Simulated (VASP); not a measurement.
Wanted: the native input for a VASP 6.6.1 run.

| Quantity | Value |
| --- | --- |
| Task | single point |
| Functional | r2SCAN |
| Potentials or basis | VASP PAW PBE potentials, release 64 (Mo_sv) |
| Cutoff | 520 eV |
| k mesh | 12 × 12 × 12 |
| Occupations | methfessel-paxton, width 0.1 eV |
| Spin | no spin polarisation |
| Hubbard terms | Mo d U = 5.0 eV |
| Dipole correction | no |
| Further INCAR settings | ALGO = Normal; EDIFF = 1e-06; NBANDS = 13 |

Mo:

```
CELL_PARAMETERS angstrom
-1.62497 1.62497 1.62497
1.62497 -1.62497 1.62497
1.62497 1.62497 -1.62497
ATOMIC_POSITIONS crystal
Mo 0.00000 0.00000 0.00000
```

The input as run:

POSCAR

```
Mo
1.0
   -1.6249651476      1.6249651476      1.6249651476
    1.6249651476     -1.6249651476      1.6249651476
    1.6249651476      1.6249651476     -1.6249651476
Mo
1
Direct
    0.0000000000      0.0000000000      0.0000000000
```

INCAR.step1

```
PREC = Accurate
ENCUT = 520
ISMEAR = 1
SIGMA = 0.1
LREAL = False
LASPH = True
NELM = 150
LMAXMIX = 4
LDAU = True
LDAUTYPE = 2
LDAUL = 2
LDAUU = 5
LDAUJ = 0
NBANDS = 13
GGA = PE
ALGO = Normal
EDIFF = 1E-4
LWAVE = True
LCHARG = False
```

INCAR.step2

```
PREC = Accurate
ENCUT = 520
EDIFF = 1E-6
ISMEAR = 1
SIGMA = 0.1
LREAL = False
LASPH = True
NELM = 150
ALGO = Normal
ISIF = 2
LWAVE = False
LCHARG = False
LMAXMIX = 4
LDAU = True
LDAUTYPE = 2
LDAUL = 2
LDAUU = 5
LDAUJ = 0
LDAUPRINT = 1
METAGGA = R2SCAN
LMIXTAU = True
NBANDS = 13
ISTART = 1
```

KPOINTS

```
Automatic mesh
0
Gamma
  12 12 12
```

Potentials or basis: VASP PAW PBE potentials, release 64 (Mo_sv).

The run is started by

```bash
$ cat potpaw_PBE.64/Mo_sv/POTCAR > POTCAR
$ cp INCAR.step1 INCAR
$ mpirun -np 1 vasp_std > vasp.out
$ cp INCAR.step2 INCAR
$ mpirun -np 1 vasp_std > vasp.out
```

It gave:

| Quantity | Value |
| --- | --- |
| Pressure | -9.5 GPa |
| Band gap on the k mesh | zero (bands 7 and 8 overlap by 4.88 eV) |

Caveat: the cell stands under tension; the PAW data sets were made with another functional, which shifts forces and pressure a little; U without spin polarisation on a metal has little footing; the U is typed as a test and isn't derived for this compound.

Run time: 47 s on 1 thread of Intel(R) Xeon(R) Platinum 8488C (Sapphire Rapids), on a shared host, peak memory 0.15 GiB.
